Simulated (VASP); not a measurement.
# ZrH (P4_2/mmc) in VASP: a series of runs

ZrH is run at these levels: PBEsol; tasks: single point.

All numbers are computed with VASP 6.6.1; they aren't measurements. Logs are shortened: lines on timing, memory, paths and dates and some standing lists are left out, and cuts for length are marked.

### 1 The cell of the first run

Symmetry: P4_2/mmc, No. 131, tetragonal system. The conventional cell has a = 3.190 Å, b = 3.190 Å, c = 4.991 Å, α = 90.00°, β = 90.00°, γ = 90.00°. Zr (site symmetry mmm) has 4 H at 2.03 Å within 2.7 Å. H (site symmetry -4m2) has 4 Zr at 2.03 Å and 2 H at 2.50 Å within 2.7 Å.

### 2 Single point, PBEsol

INCAR

```
ALGO = Normal
EDIFF = 1E-6
ENCUT = 520
GGA = PS
ISIF = 2
ISMEAR = 0
LASPH = True
LCHARG = True
LELF = True
LREAL = False
LVHAR = True
LWAVE = False
NBANDS = 21
NELM = 80
PREC = Accurate
SIGMA = 0.1
```

KPOINTS

```
k-points
0
Gamma
  14 14 8
```

POSCAR

```
ZrH
1.0
    3.1902763254      0.0000000000      0.0000000000
    0.0000000000      3.1902763254      0.0000000000
    0.0000000000      0.0000000000      4.9905072829
Zr H
2 2
Direct
    0.0000000000      0.5000000000      0.0000000000
    0.5000000000      0.0000000000      0.5000000000
    0.0000000000      0.0000000000      0.7500000000
    0.0000000000      0.0000000000      0.2500000000
```

Potentials or basis: VASP PAW PBE potentials, release 64 (Zr_sv, H).

Started as:

```sh
> cat potpaw_PBE.64/Zr_sv/POTCAR potpaw_PBE.64/H/POTCAR > POTCAR
> mpirun -np 1 vasp_std > vasp.out
```

OUTCAR:

```text
EDIFF = 1E-6
   ENCUT = 520
   GGA = PS
   ISIF = 2
   ISMEAR = 0
   LASPH = True
   LREAL = False
   NELM = 80
   PREC = Accurate

 ion  position               nearest neighbor table
   1  0.000  0.500  0.000-   3 2.03   4 2.03   3 2.03   4 2.03   2 3.36   2 3.36   2 3.36   2 3.36
                             2 3.36   2 3.36   2 3.36   2 3.36
   2  0.500  0.000  0.500-   3 2.03   4 2.03   3 2.03   4 2.03   1 3.36   1 3.36   1 3.36   1 3.36
                             1 3.36   1 3.36   1 3.36   1 3.36
   3  0.000  0.000  0.750-   1 2.03   2 2.03   1 2.03   2 2.03
   4  0.000  0.000  0.250-   1 2.03   2 2.03   1 2.03   2 2.03

  LATTYP: Found a simple tetragonal cell.
 ALAT       =     3.1902763254
 C/A-ratio  =     1.5642868435

  Lattice vectors:

 A1 = (   3.1902763254,   0.0000000000,   0.0000000000)
 A2 = (   0.0000000000,   3.1902763254,   0.0000000000)
 A3 = (   0.0000000000,   0.0000000000,   4.9905072829)

Analysis of symmetry for initial positions (statically):
=====================================================================
 Subroutine PRICEL returns:
 Original cell was already a primitive cell.

 Routine SETGRP: Setting up the symmetry group for a
 simple tetragonal supercell.

 Subroutine GETGRP returns: Found 16 space group operations
 (whereof  8 operations were pure point group operations)
 out of a pool of 16 trial point group operations.

The static configuration has the point symmetry D_2h.
 The point group associated with its full space group is D_4h.

Analysis of symmetry for dynamics (positions and initial velocities):
=====================================================================
 Subroutine PRICEL returns:
 Original cell was already a primitive cell.

 Routine SETGRP: Setting up the symmetry group for a
 simple tetragonal supercell.

 Subroutine GETGRP returns: Found 16 space group operations
 (whereof  8 operations were pure point group operations)
 out of a pool of 16 trial point group operations.

The dynamic configuration has the point symmetry D_2h.
 The point group associated with its full space group is D_4h.

 Subroutine INISYM returns: Found 16 space group operations
 (whereof  8 operations are pure point group operations),
 and found     1 'primitive' translations

----------------------------------------------------------------------------------------

                                     Primitive cell

  volume of cell :      50.7927

  direct lattice vectors                    reciprocal lattice vectors
     3.190276325  0.000000000  0.000000000     0.313452472  0.000000000  0.000000000
     0.000000000  3.190276325  0.000000000     0.000000000  0.313452472  0.000000000
     0.000000000  0.000000000  4.990507283     0.000000000  0.000000000  0.200380431

  length of vectors
     3.190276325  3.190276325  4.990507283     0.313452472  0.313452472  0.200380431

  position of ions in fractional coordinates (direct lattice)
     0.000000000  0.500000000  0.000000000
     0.500000000  0.000000000  0.500000000
     0.000000000  0.000000000  0.750000000
     0.000000000  0.000000000  0.250000000

  ion indices of the primitive-cell ions
   primitive index   ion index
                 1           1
                 2           2
                 3           3
                 4           4

----------------------------------------------------------------------------------------

 KPOINTS: k-points

Automatic generation of k-mesh.
 Grid dimensions read from file:
 generate k-points for:   14   14    8

 Generating k-lattice:

  Cartesian coordinates                     Fractional coordinates (reciprocal lattice)
     0.022389462  0.000000000  0.000000000     0.071428571  0.000000000  0.000000000
     0.000000000  0.022389462  0.000000000     0.000000000  0.071428571  0.000000000
     0.000000000  0.000000000  0.025047554     0.000000000  0.000000000  0.125000000

  Length of vectors
     0.022389462  0.022389462  0.025047554

  Shift w.r.t. Gamma in fractional coordinates (k-lattice)
     0.000000000  0.000000000  0.000000000

 Subroutine IBZKPT returns following result:
 ===========================================

 Found    180 irreducible k-points:

 Following reciprocal coordinates:
            Coordinates               Weight
  0.000000  0.000000  0.000000      1.000000
  0.071429  0.000000  0.000000      4.000000
  0.142857  0.000000  0.000000      4.000000
  0.214286  0.000000  0.000000      4.000000
  0.285714  0.000000  0.000000      4.000000
  0.357143  0.000000  0.000000      4.000000
[... 16 lines left out ...]
  0.285714  0.214286  0.000000      8.000000
  0.357143  0.214286  0.000000      8.000000
 [... further k-points ...]
   k-points           NKPTS =    180   k-points in BZ     NKDIM =    180   number of bands    NBANDS=     21
   number of dos      NEDOS =    301   number of ions     NIONS =      4
   total plane-waves  NPLWV =  23040
   dimension x,y,z NGX =    24 NGY =   24 NGZ =   40
   dimension x,y,z NGXF=    48 NGYF=   48 NGZF=   80
   ions per type =               2   2
   NGX,Y,Z   is equivalent  to a cutoff of  12.51, 12.51, 13.32 a.u.
   NGXF,Y,Z  is equivalent  to a cutoff of  25.01, 25.01, 26.65 a.u.
 SYSTEM =  unknown system
   PREC   = accura    normal or accurate (medium, high low for compatibility)
   ISTART =      0    job   : 0-new  1-cont  2-samecut
   ICHARG =      2    charge: 1-file 2-atom 10-const
   ISPIN  =      1    spin polarized calculation?
   LNONCOLLINEAR =      F non collinear calculations
   LSORBIT =      F    spin-orbit coupling
   LASPH  =      T    aspherical Exc in radial PAW
   ENCUT  =  520.0 eV  38.22 Ry    6.18 a.u.   5.93  5.93  9.28*2*pi/ulx,y,z
   NELM   =     80;   NELMIN=  2; NELMDL= -5     # of ELM steps
   EDIFF  = 0.1E-05   stopping-criterion for ELM
   LREAL  =      F    real-space projection
   EDIFFG = 0.1E-04   stopping-criterion for IOM
   NSW    =      0    number of steps for IOM
   IBRION =     -1    ionic relax: 0-MD 1-quasi-New 2-CG
   NFREE  =      0    steps in history (QN), initial steepest desc. (CG)
   ISIF   =      2    stress and relaxation
   ISYM   =      2    0-nonsym 1-usesym 2-fastsym
   POTIM  = 0.5000    time-step for ionic-motion
   TEBEG  =    0.0;   TEEND  =   0.0 temperature during run
   PSTRESS=    0.0 pullay stress
   NELECT =      26.0000    total number of electrons
   NUPDOWN=      -1.0000    fix difference up-down
   EMIN   =  10.00;   EMAX   =-10.00  energy-range for DOS
   EFERMI =   0.00;   METHOD = LEGACY
   ISMEAR =     0;   SIGMA  =   0.10  broadening in eV -4-tet -1-fermi 0-gaus
   EFERMI_NEDOS =   21; number of points for ismear=-14 and -15
   IALGO  =     38    algorithm
   IMIX   =      4    mixing-type and parameters
     AMIX     =   0.40;   BMIX     =  1.00
     AMIX_MAG =   1.60;   BMIX_MAG =  1.00
  volume/ion in A,a.u.               =      12.70        85.69
  Fermi-wavevector in a.u.,A,eV,Ry     =   1.309580  2.474748 23.334004  1.715001
  Thomas-Fermi vector in A             =   2.440169
   LORBIT       =      0    0 simple, 1 ext, 2 COOP (PROOUT), +10 PAW based schemes
   GGA     = PS    functional components
   LHFCALC =     F    Hartree Fock is set to
   AEXX    =    0.0000 exact exchange contribution
   IVDW    =     0    specifies the selected vdW correction
   LEPSILON=     F    determine dielectric tensor
   LRPA    =     F    only Hartree local field effects (RPA)
 non-spin polarized calculation
 Gauss-broadening in eV      SIGMA  =   0.10
  energy-cutoff  :      520.00
  volume of cell :       50.79
 maximum number of plane-waves:      1390
 NGX is ok and might be reduce to    24
   NGX = 11   NGY = 11   NGZ = 19

 number of electron      25.9999999 magnetization

 Free energy of the ion-electron system (eV)
  ---------------------------------------------------
  ext. energy  EPLUGINS =         0.00000000
  ---------------------------------------------------
  free energy    TOTEN  =       -26.66624184 eV

  energy without entropy =      -26.65809496  energy(sigma->0) =      -26.66216840

 E-fermi :   8.3313     XC(G=0): -11.2707

 val. band max:        8.3309834819   @ k =   0.5000   0.1429   0.1250
 cond. band min:       8.3388027944   @ k =   0.5000   0.3571   0.5000
 fundamental gap:      0.0078193124
 Fermi energy:         8.3312886065

 k-point     1 :       0.0000    0.0000    0.0000
  band No.  band energies     occupation
      1     -40.3922      2.00000
      2     -40.2790      2.00000
      3     -18.8335      2.00000
      4     -18.2553      2.00000
      5     -18.2553      2.00000
      6     -18.0813      2.00000
[... 13 lines left out ...]
     20      13.2355      0.00000
     21      14.6201      0.00000

 k-point     2 :       0.0714    0.0000    0.0000
  band No.  band energies     occupation
      1     -40.3882      2.00000
      2     -40.2778      2.00000
      3     -18.8208      2.00000
      4     -18.2848      2.00000
      5     -18.2509      2.00000
      6     -18.0869      2.00000
[... 13 lines left out ...]
     20      13.1907      0.00000
     21      15.0195      0.00000

 k-point     3 :       0.1429    0.0000    0.0000
  band No.  band energies     occupation
      1     -40.3769      2.00000
      2     -40.2747      2.00000
      3     -18.7837      2.00000
      4     -18.3671      2.00000
      5     -18.2381      2.00000
      6     -18.1474      2.00000
[... 13 lines left out ...]
     20      13.3370      0.00000
     21      15.6135      0.00000
[... 457 lines left out ...]
 k-point    23 :       0.2857    0.2143    0.0000
  band No.  band energies     occupation
      1     -40.3114      2.00000
      2     -40.2556      2.00000
      3     -18.6413      2.00000
      4     -18.5690      2.00000
      5     -18.4242      2.00000
      6     -18.3734      2.00000
[... 13 lines left out ...]
     20      14.9442      0.00000
     21      15.2525      0.00000

 k-point    24 :       0.3571    0.2143    0.0000
  band No.  band energies     occupation
      1     -40.2925      2.00000
      2     -40.2536      2.00000
      3     -18.7491      2.00000
      4     -18.5232      2.00000
      5     -18.4976      2.00000
      6     -18.3632      2.00000
[... 13 lines left out ...]
     20      14.9141      0.00000
     21      15.6423      0.00000

 [... further k-points ...]

------------------------ aborting loop because EDIFF is reached ----------------------------------------

  FORCE on cell =-STRESS in cart. coord.  units (eV):
  Direction    XX          YY          ZZ          XY          YZ          ZX
  --------------------------------------------------------------------------------------
  -------------------------------------------------------------------------------------
  Total        0.0125464      0.0125464      0.0229265      0.0000000      0.0000000      0.0000000
  in kB        0.3957580      0.3957580      0.7231804      0.0000000      0.0000000      0.0000000
  external PRESSURE =       0.5048988 kB  Pullay stress =       0.0000000 kB

 VOLUME and BASIS-vectors are now :
 -----------------------------------------------------------------------------
  energy-cutoff  :      520.00
  volume of cell :       50.79
      direct lattice vectors                 reciprocal lattice vectors
     3.190276325  0.000000000  0.000000000     0.313452472  0.000000000  0.000000000
     0.000000000  3.190276325  0.000000000     0.000000000  0.313452472  0.000000000
     0.000000000  0.000000000  4.990507283     0.000000000  0.000000000  0.200380431

 POSITION                                       TOTAL-FORCE (eV/Angst)
 -----------------------------------------------------------------------------------
      0.00000      1.59514      0.00000         0.000000      0.000000      0.000000
      1.59514      0.00000      2.49525         0.000000      0.000000      0.000000
      0.00000      0.00000      3.74288        -0.000000      0.000000      0.000000
      0.00000      0.00000      1.24763         0.000000     -0.000000      0.000000
 -----------------------------------------------------------------------------------
    total drift:                                0.000000      0.000000     -0.000000

  FREE ENERGIE OF THE ION-ELECTRON SYSTEM (eV)
  ---------------------------------------------------
  free  energy   TOTEN  =       -26.6662418435 eV

  energy  without entropy=      -26.6580949649  energy(sigma->0) =      -26.66216840
```

Run time: 56 s. Hardware: 1 thread of Intel Xeon Platinum 8559C (Emerald Rapids), shared host; peak memory 0.28 GiB.

Results:

```yaml
Free_energy: -26.6662 eV
Pressure: 0.1 GPa
Band_gap_on_the_k_mesh: zero (bands 13 and 14 overlap by 0.91 eV)
```

Caveat: the PAW data sets were made with another functional, which shifts forces and pressure a little.

### 3 Single point, PBEsol (13.08 Å³/atom)

This run uses another cell than the first one, of 13.08 Å³/atom.

INCAR

```
PREC = Accurate
ENCUT = 520
EDIFF = 1E-6
ISMEAR = 0
SIGMA = 0.1
LREAL = F
LASPH = T
NELM = 60
ALGO = Normal
ISIF = 2
LWAVE = F
LCHARG = F
GGA = PS
NBANDS = 21
```

KPOINTS

```
Automatic mesh
0
Gamma
  14 14 8
```

POSCAR

```
ZrH
1.0
    3.2262062273      0.0000000000      0.0000000000
    0.0000000000      3.2262062273      0.0000000000
    0.0000000000      0.0000000000      5.0263678660
Zr H
2 2
Direct
    0.0000000000      0.5000000000      0.0000000000
    0.5000000000      0.0000000000      0.5000000000
    0.0000000000      0.0000000000      0.7500000000
    0.0000000000      0.0000000000      0.2500000000
```

Potentials or basis: VASP PAW PBE potentials, release 64 (Zr_sv, H).

Started as:

```sh
> cat potpaw_PBE.64/Zr_sv/POTCAR potpaw_PBE.64/H/POTCAR > POTCAR
> mpirun -np 1 vasp_std > vasp.out
```

Run time: 59 s. Hardware: 1 thread of Intel Xeon Platinum 8559C (Emerald Rapids), shared host; peak memory 0.28 GiB.

The run converged. Its results:

```
Free energy            : -26.6516 eV
Pressure               : -3.4 GPa
Band gap on the k mesh : zero (bands 13 and 14 overlap by 0.89 eV)
```

Levels at points of the mesh, in eV from the Fermi level:
| k point | band 11 | band 12 | band 13 | band 14 | band 15 | band 16 |
| --- | --- | --- | --- | --- | --- | --- |
| (0.00, 0.00, 0.00) | -2.98 | -2.80 | -0.03 | 0.77 | 0.77 | 2.12 |
| (0.50, 0.00, 0.00) | -1.91 | -0.78 | -0.54 | -0.23 | 1.74 | 1.98 |
| (0.50, 0.50, 0.00) | -2.87 | -2.87 | -1.82 | 2.94 | 3.86 | 4.29 |
| (0.00, 0.00, 0.50) | -1.71 | -1.71 | -0.05 | -0.05 | 1.86 | 1.86 |
| (0.50, 0.00, 0.50) | -2.74 | -0.21 | 0.20 | 0.55 | 0.71 | 1.20 |
| (0.50, 0.50, 0.50) | -1.97 | -1.97 | -0.28 | -0.28 | 1.57 | 1.57 |

Caveat: the cell stands under tension; the PAW data sets were made with another functional, which shifts forces and pressure a little.
